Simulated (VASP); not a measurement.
Input of a VASP 6.6.1 run:

The input INCAR:

```
SYSTEM = SiO2
PREC = Accurate
ENCUT = 520
EDIFF = 1E-7
ISMEAR = 0
SIGMA = 0.05
LREAL = .FALSE.
LASPH = .TRUE.
NELM = 60
ALGO = Normal
ISIF = 2
LWAVE = .FALSE.
LCHARG = .FALSE.
NBANDS = 25
```

File KPOINTS:

```
Automatic mesh
0
G
  6 6 8
  0 0 0
```

File POSCAR:

```
SiO2
1.0
    4.1551517022      0.0000000000      0.0000000000
    0.0000000000      4.1551517022      0.0000000000
    0.0000000000      0.0000000000      2.4697000000
Si O
2 4
Direct
    0.5000000000      0.5000000000      0.5000000000
    0.0000000000      0.0000000000      0.0000000000
    0.6944252994      0.6944252994      0.0000000000
    0.1944252994      0.8055747006      0.5000000000
    0.3055747006      0.3055747006      0.0000000000
    0.8055747006      0.1944252994      0.5000000000
```

Potentials or basis: VASP PAW LDA potentials, release 64 (Si, O).

The run is started by

```bash
$ cat potpaw_LDA.64/Si/POTCAR potpaw_LDA.64/O/POTCAR > POTCAR
$ mpirun -np 1 vasp_std > vasp.out
```

**Question.** Estimate the band gap on the k mesh.

**Answer.** 7.38 eV, direct.

**Question.** Estimate the largest force.

**Answer.** 0.411 eV/Å.

Forces in eV/Å, atoms in the order of the input:
```
Si   0.000  0.000  0.000
Si   0.000  0.000  0.000
O    0.291  0.291  0.000
O    0.291 -0.291  0.000
O   -0.291 -0.291  0.000
O   -0.291  0.291  0.000
```

A k mesh can miss the band edges. As with any semilocal functional, this LDA gap is likely too small.
